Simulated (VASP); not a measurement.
# Zr: relaxation of cell and atoms with PBE

The system is Zr.

```
Zr
1.0
     4.27809    0.00000    0.00000
    -2.13904    3.70493    0.00000
     0.00000    0.00000    2.65241
Zr
3
Direct
  0.00000 0.00000 0.00000
  0.33333 0.66667 0.50000
  0.66667 0.33333 0.50000
```

```yaml
Program: VASP 6.6.1
Task: relaxation of cell and atoms
Functional: PBE
Potentials_or_basis: VASP PAW PBE potentials, release 64 (Zr_sv)
Cutoff: 600 eV
k_mesh: 9 × 9 × 12
Occupations: fermi-dirac, width 0.08 eV
Spin: no spin polarisation
Target_pressure: 110 GPa
Dipole_correction: no
Further_INCAR_settings: ALGO = Normal; EDIFF = 1e-07; IBRION = 2; EDIFFG = -0.005; NSW = 60; ISIF = 3
```

* Relaxed volume: 13.86 Å³/atom
* Relaxed cell: a = 4.333 Å, b = 4.333 Å, c = 2.558 Å, α = 90.00°, β = 90.00°, γ = 120.00°
* Space group after relaxing (to 0.05 Å): P6/mmm (No. 191)
* Energy change on relaxing (the enthalpy is what falls): +85.6 meV/atom
* Ionic steps: 7
* Pressure after relaxing: 110.0 GPa
* Band gap on the k mesh: zero (band 18 reaches 16.69 eV, above the bottom of band 19 at 15.03 eV)

Step by step:
| step | energy change (eV) | largest force (eV/Å) | pressure (GPa) | volume (Å³) |
| --- | --- | --- | --- | --- |
| 1 | 0.0000 | 0.0000 | 108.38 | 42.04 |
| 2 | 0.5649 | 0.0000 | 113.97 | 41.14 |
| 3 | 0.4451 | 0.0000 | 112.73 | 41.31 |
| 4 | -0.3518 | 0.0000 | 101.27 | 42.51 |
| 5 | 0.2490 | 0.0000 | 109.92 | 41.59 |
| 6 | 0.2529 | 0.0000 | 109.98 | 41.59 |
| 7 | 0.2569 | 0.0000 | 110.02 | 41.58 |

Final structure:
```cif
data_structure
_symmetry_space_group_name_H-M 'P 1'
_symmetry_Int_Tables_number 1
_cell_length_a 4.3325
_cell_length_b 4.3325
_cell_length_c 2.5580
_cell_angle_alpha 90.000
_cell_angle_beta 90.000
_cell_angle_gamma 120.000
_cell_volume 41.58
loop_
_atom_site_label
_atom_site_type_symbol
_atom_site_fract_x
_atom_site_fract_y
_atom_site_fract_z
_atom_site_occupancy
Zr1 Zr 0.00000 0.00000 0.00000 1
Zr2 Zr 0.33333 0.66667 0.50000 1
Zr3 Zr 0.66667 0.33333 0.50000 1
```

Levels at points of the mesh, in eV from the Fermi level:
```tsv
k point	band 14	band 15	band 16	band 17	band 18	band 19	band 20	band 21	band 22
(0.00, 0.00, 0.00)	-4.35	-0.43	0.05	0.05	0.22	0.22	0.26	1.91	1.91
(0.00, 0.00, 0.50)	-5.30	-3.52	-3.52	-0.62	0.63	1.15	1.15	3.03	3.03
```

Wall time 6.5 min on 1 thread of Intel Xeon 6975P-C, with other jobs on the host, peak memory 0.24 GiB.

Caveat: the cell is relaxed towards a set pressure, so the enthalpy falls and the energy may rise.
